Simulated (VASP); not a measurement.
Crystal: NiO.

```
CELL_PARAMETERS angstrom
0.00000 2.09131 2.09131
2.09131 0.00000 2.09131
2.09131 2.09131 0.00000
ATOMIC_POSITIONS crystal
Ni 0.00000 0.00000 0.00000
O 0.50000 0.50000 0.50000
```

Base run:

* Program: VASP 6.6.1
* Functional: LDA
* Potentials or basis: VASP PAW LDA potentials, release 64 (Ni_sv_GW, O)
* Cutoff: 700 eV
* k mesh: 8 × 8 × 8
* Occupations: gaussian, width 0.05 eV
* Spin: collinear spin, ferromagnetic start
* Starting moments: [2.0, 0.0] μB
* Hubbard terms: Ni d U = 6.0 eV, J = 0.9 eV

Its results: pressure -9.1 GPa; site moments Ni +1.74; O +0.21 μB.

Task: The run is repeated on the same cell with these changes: moments at the start from [2.0, 0.0] to [0.5, 0.0]; fixed moment from none to 0.5 μB. What comes out?

Result: Pressure -21.2 GPa; site moments Ni +0.56; O -0.06 μB.

Caveats: the cell stands under tension; a cell with one magnetic atom can't hold antiferromagnetic order, which such compounds often take; the total moment is fixed, so each spin has its own Fermi level and the state may be an excited one (at least some runs).
